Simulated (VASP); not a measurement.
# CsTl (P4/mmm) in VASP: relaxation of cell and atoms with PBE

Aim: the relaxation of cell and atoms of CsTl with PBE.

All numbers are computed with VASP 6.6.1; they aren't measurements. Logs are shortened: lines on timing, memory, paths and dates and some standing lists are left out, and cuts for length are marked.

## Step 1: The cell of the first run

Symmetry: P4/mmm, No. 123, tetragonal system. Conventional cell: a = 3.905 Å, b = 3.905 Å, c = 5.118 Å, α = 90.00°, β = 90.00°, γ = 90.00°. Cs (site symmetry 4/mmm) has 8 Tl at 3.76 Å and 4 Cs at 3.90 Å within 4.9 Å. Within 4.9 Å of Tl (site symmetry 4/mmm) lie 8 Cs at 3.76 Å and 4 Tl at 3.90 Å.

## Step 2: Relaxation of cell and atoms, PBE

Contents of INCAR:

```
PREC = Accurate
ENCUT = 600
EDIFF = 1E-6
ISMEAR = 0
SIGMA = 0.1
LREAL = False
LASPH = True
NELM = 60
ALGO = Fast
ISIF = 3
LWAVE = False
LCHARG = False
GGA = PE
IBRION = 2
NSW = 100
EDIFFG = -0.01
```

Contents of KPOINTS:

```
Automatic mesh
0
Gamma
  14 14 12
```

Contents of POSCAR:

```
CsTl
1.0
    3.9045510874      0.0000000000      0.0000000000
    0.0000000000      3.9045510874      0.0000000000
    0.0000000000      0.0000000000      5.1177508896
Cs Tl
1 1
Direct
    0.5000000000      0.5000000000      0.5000000000
    0.0000000000      0.0000000000      0.0000000000
```

Potentials or basis: VASP PAW PBE potentials, release 64 (Cs_sv, Tl_d).

The run is started by

```sh
> cat potpaw_PBE.64/Cs_sv/POTCAR potpaw_PBE.64/Tl_d/POTCAR > POTCAR
> mpirun -np 1 vasp_std > vasp.out
```

OUTCAR:

```text
PREC = Accurate
   ENCUT = 600
   EDIFF = 1E-6
   ISMEAR = 0
   LREAL = False
   LASPH = True
   NELM = 60
   ISIF = 3
   GGA = PE
   IBRION = 2
   NSW = 100
   EDIFFG = -0.01

 ion  position               nearest neighbor table
   1  0.500  0.500  0.500-
   2  0.000  0.000  0.000-

  LATTYP: Found a simple tetragonal cell.
 ALAT       =     3.9045510874
 C/A-ratio  =     1.3107142857

  Lattice vectors:

 A1 = (   3.9045510874,   0.0000000000,   0.0000000000)
 A2 = (   0.0000000000,   3.9045510874,   0.0000000000)
 A3 = (   0.0000000000,   0.0000000000,   5.1177508896)

Analysis of symmetry for initial positions (statically):
=====================================================================
 Subroutine PRICEL returns:
 Original cell was already a primitive cell.

 Routine SETGRP: Setting up the symmetry group for a
 simple tetragonal supercell.

 Subroutine GETGRP returns: Found 16 space group operations
 (whereof 16 operations were pure point group operations)
 out of a pool of 16 trial point group operations.

The static configuration has the point symmetry D_4h.

Analysis of symmetry for dynamics (positions and initial velocities):
=====================================================================
 Subroutine PRICEL returns:
 Original cell was already a primitive cell.

 Routine SETGRP: Setting up the symmetry group for a
 simple tetragonal supercell.

 Subroutine GETGRP returns: Found 16 space group operations
 (whereof 16 operations were pure point group operations)
 out of a pool of 16 trial point group operations.

The dynamic configuration has the point symmetry D_4h.

 Subroutine INISYM returns: Found 16 space group operations
 (whereof 16 operations are pure point group operations),
 and found     1 'primitive' translations

----------------------------------------------------------------------------------------

                                     Primitive cell

  volume of cell :      78.0228

  direct lattice vectors                    reciprocal lattice vectors
     3.904551087  0.000000000  0.000000000     0.256111388  0.000000000  0.000000000
     0.000000000  3.904551087  0.000000000     0.000000000  0.256111388  0.000000000
     0.000000000  0.000000000  5.117750890     0.000000000  0.000000000  0.195398334

[... 110 lines left out ...]
   AEXX    =    0.0000 exact exchange contribution
   IVDW    =     0    specifies the selected vdW correction
   LEPSILON=     F    determine dielectric tensor
   LRPA    =     F    only Hartree local field effects (RPA)
 conjugate gradient relaxation of ions
 non-spin polarized calculation
 RMM-DIIS sequential band-by-band and
 Gauss-broadening in eV      SIGMA  =   0.10
  energy-cutoff  :      600.00
  volume of cell :       78.02
 maximum number of plane-waves:      2640
 NGX is ok and might be reduce to    32
   NGX = 15   NGY = 15   NGZ = 21

--------------------------------------- Ionic step        1  -------------------------------------------

 number of electron      21.9999994 magnetization

 Free energy of the ion-electron system (eV)
  ---------------------------------------------------
  ext. energy  EPLUGINS =         0.00000000
  ---------------------------------------------------
  free energy    TOTEN  =        -2.72260905 eV

  energy without entropy =       -2.71396030  energy(sigma->0) =       -2.71828468

------------------------ aborting loop because EDIFF is reached ----------------------------------------

  FORCE on cell =-STRESS in cart. coord.  units (eV):
  Direction    XX          YY          ZZ          XY          YZ          ZX
  --------------------------------------------------------------------------------------
  -------------------------------------------------------------------------------------
  Total        1.5821278      1.5821278      1.5130520      0.0000000      0.0000000     -0.0000000
  in kB       32.4885849     32.4885849     31.0701305      0.0000000      0.0000000     -0.0000000
  external PRESSURE =      32.0157667 kB  Pullay stress =       0.0000000 kB
[... 89 lines left out ...]
  FREE ENERGIE OF THE ION-ELECTRON SYSTEM (eV)
  ---------------------------------------------------
  free  energy   TOTEN  =        -2.8885468349 eV

  energy  without entropy=       -2.8779089120  energy(sigma->0) =       -2.88322787

[... ionic steps 4 to 9 ...]

--------------------------------------- Ionic step       10  -------------------------------------------

 number of electron      21.9999998 magnetization

------------------------ aborting loop because EDIFF is reached ----------------------------------------
[... 67 lines left out ...]
--------------------------------------- Ionic step       12  -------------------------------------------

 number of electron      22.0000004 magnetization

 Free energy of the ion-electron system (eV)
  ---------------------------------------------------
  ext. energy  EPLUGINS =         0.00000000
  ---------------------------------------------------
  free energy    TOTEN  =        -2.92189000 eV

  energy without entropy =       -2.91209485  energy(sigma->0) =       -2.91699243

 E-fermi :   2.5442     XC(G=0):  -7.7950

 val. band max:        2.5191725151   @ k =   0.5000   0.4286   0.3333
 cond. band min:       2.5477084945   @ k =   0.3571   0.3571   0.2500
 fundamental gap:      0.0285359794
 Fermi energy:         2.5441730029

 k-point     1 :       0.0000    0.0000    0.0000
  band No.  band energies     occupation
      1     -20.0882      2.00000
      2      -9.1669      2.00000
      3      -9.1579      2.00000
      4      -9.1444      2.00000
      5      -9.1444      2.00000
      6      -9.1278      2.00000
      7      -6.8482      2.00000
      8      -6.7992      2.00000
      9      -6.7992      2.00000
     10      -4.1670      2.00000
     11       4.4827      0.00000
     12       4.5879      0.00000
     13       4.6189      0.00000
     14       5.0133      0.00000
[... 401 lines left out ...]
      2      -9.1633      2.00000
      3      -9.1553      2.00000
      4      -9.1496      2.00000
      5      -9.1495      2.00000
      6      -9.1175      2.00000
      7      -7.1741      2.00000
      8      -6.9208      2.00000
      9      -6.7729      2.00000
     10      -3.4213      2.00000
     11       2.0075      2.00000
     12       3.5011      0.00000
     13       4.2834      0.00000
     14       5.5366      0.00000
     15       6.5904      0.00000

 [... further k-points ...]
[... 5 lines left out ...]
  --------------------------------------------------------------------------------------
  -------------------------------------------------------------------------------------
  Total        0.0164900      0.0164900      0.0098542      0.0000000     -0.0000000      0.0000000
  in kB        0.2618956      0.2618956      0.1565053      0.0000000     -0.0000000      0.0000000
  external PRESSURE =       0.2267655 kB  Pullay stress =       0.0000000 kB
[... 17 lines left out ...]
  FREE ENERGIE OF THE ION-ELECTRON SYSTEM (eV)
  ---------------------------------------------------
  free  energy   TOTEN  =        -2.9218899981 eV

  energy  without entropy=       -2.9120948534  energy(sigma->0) =       -2.91699243

 reached required accuracy - stopping structural energy minimisation
```

OSZICAR:

```text
N       E                     dE             d eps       ncg     rms          rms(c)
DAV:   1     0.129802665980E+03    0.12980E+03   -0.11399E+04  7664   0.142E+03
DAV:   2     0.323763780368E+01   -0.12657E+03   -0.12489E+03  9156   0.265E+02
DAV:   3    -0.274938297305E+01   -0.59870E+01   -0.59523E+01  8470   0.511E+01
[... 122 lines left out ...]
RMM:   4    -0.292185057199E+01    0.10796E-04   -0.19600E-03  7725   0.361E-01    0.299E-02
RMM:   5    -0.292188787422E+01   -0.37302E-04   -0.52955E-04  7860   0.171E-01    0.147E-02
RMM:   6    -0.292188846397E+01   -0.58975E-06   -0.52299E-05  7643   0.538E-02    0.306E-03
RMM:   7    -0.292188982913E+01   -0.13652E-05   -0.15392E-05  6257   0.264E-02    0.149E-03
RMM:   8    -0.292188999806E+01   -0.16892E-06   -0.22347E-06  5236   0.102E-02
  12 F= -.29218900E+01 E0= -.29169924E+01  d E =-.298151E-01
```

CONTCAR:

```text
CsTl
   1.00000000000000
     4.5837780915775124    0.0000000000000000   -0.0000000000000002
     0.0000000000000000    4.5837780915775124   -0.0000000000000001
     0.0000000000000000    0.0000000000000000    4.8012808648055598
  Cs              Tl
     1     1
Direct
     0.5000000000000000    0.5000000000000000    0.5000000000000000
     0.0000000000000000    0.0000000000000000    0.0000000000000000

  0.00000000E+00  0.00000000E+00  0.00000000E+00
  0.00000000E+00  0.00000000E+00  0.00000000E+00
```

It took 24 min on 1 thread of Intel Xeon 6975P-C, shared host; peak memory 0.53 GiB.

What came out:

```
Free energy                            : -2.9219 eV
Relaxed volume                         : 50.44 Å³/atom
Relaxed cell                           : a = 4.584 Å, b = 4.584 Å, c = 4.801 Å, α = 90.00°, β = 90.00°, γ = 90.00°
Space group after relaxing (to 0.05 Å) : P4/mmm (No. 123)
Energy gained by relaxing              : 99.6 meV/atom
Ionic steps                            : 12
Pressure after relaxing                : 0.0 GPa
Band gap on the k mesh                 : zero (band 11 reaches 4.48 eV, above the bottom of band 12 at 1.91 eV)
```

Step by step:
| step | energy change (eV) | largest force (eV/Å) | pressure (GPa) | volume (Å³) |
| --- | --- | --- | --- | --- |
| 1 | 0.0000 | 0.0000 | 3.20 | 78.02 |
| 2 | -0.1255 | 0.0000 | 1.32 | 87.16 |
| 3 | -0.1659 | 0.0000 | 0.30 | 95.54 |
| 4 | -0.1693 | 0.0000 | 0.06 | 98.52 |
| 5 | -0.1695 | 0.0000 | 0.00 | 99.35 |
| 6 | -0.1727 | 0.0000 | -0.02 | 99.53 |
| 7 | -0.1815 | 0.0000 | -0.02 | 99.99 |
| 8 | -0.1941 | 0.0000 | 0.00 | 100.63 |
| 9 | -0.1978 | 0.0000 | 0.01 | 100.71 |
| 10 | -0.1991 | 0.0000 | 0.02 | 100.85 |
| 11 | -0.1989 | 0.0000 | 0.02 | 100.87 |
| 12 | -0.1993 | 0.0000 | 0.02 | 100.88 |

Final structure:
```xyz
2
Lattice="4.5838 0.0000 0.0000 0.0000 4.5838 0.0000 0.0000 0.0000 4.8013" Properties=species:S:1:pos:R:3 pbc="T T T"
Cs    2.2919    2.2919    2.4006
Tl    0.0000    0.0000    0.0000
```

Levels at points of the mesh, in eV from the Fermi level:
```csv
k point,band 9,band 10,band 11,band 12,band 13,band 14
"(0.00, 0.00, 0.00)",-9.34,-6.71,1.94,2.04,2.07,2.47
"(0.50, 0.00, 0.00)",-9.27,-5.84,-1.34,1.36,1.86,2.64
"(0.50, 0.50, 0.00)",-9.30,-5.91,0.22,0.22,2.12,2.73
"(0.00, 0.00, 0.50)",-9.29,-5.91,-1.36,1.78,1.78,2.57
"(0.50, 0.00, 0.50)",-9.27,-6.03,0.11,0.29,2.01,3.10
"(0.50, 0.50, 0.50)",-9.49,-5.52,-0.64,-0.64,-0.61,5.02
```

Caveat: the volume moved by over 15 % at a fixed basis, so the end points are rough; spin-orbit coupling is left out, which moves the levels of the heavy elements.
